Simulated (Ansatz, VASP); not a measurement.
**One calculation of Rb2AgPt6, two programs**

```
Pt Rb Ag
1.0
     6.52560    0.00000    0.00000
    -3.26280    5.65134    0.00000
     0.00000    0.00000    5.10607
Pt Rb Ag
6 2 1
Direct
  0.16700 0.83300 0.20600
  0.16700 0.33400 0.20600
  0.66600 0.83300 0.20600
  0.83300 0.16700 0.79400
  0.33400 0.16700 0.79400
  0.83300 0.66600 0.79400
  0.33330 0.66670 0.69100
  0.66670 0.33330 0.30900
  0.00000 0.00000 0.00000
```

Alike in both runs: task single point; functional PBE; k mesh 5 × 5 × 5; occupations gaussian, width 0.0253 eV; no spin polarisation.

|  | VASP | Ansatz |
| --- | --- | --- |
| version | VASP 6.6.1 | Ansatz 0.2.0 |
| potentials or method | VASP PAW PBE potentials, release 64 (Pt, Rb_sv, Ag), cutoff 520 eV | PAW plane waves |
| valence electrons in the cell | 89 | 145 |

|  | VASP | Ansatz | Ansatz less VASP |
| --- | --- | --- | --- |
| rms of the force components (eV/Å) | 4.332 | 4.442 | +0.1103 |

Atom by atom the forces differ by 0.110 eV/Å (rms over components). VASP's potentials hold 89 valence electrons a cell and Ansatz's 145, so a difference there can come from the potentials and not from the codes. Ansatz's warnings: structure snapped to symmetry.

Neither program's run includes spin-orbit coupling.
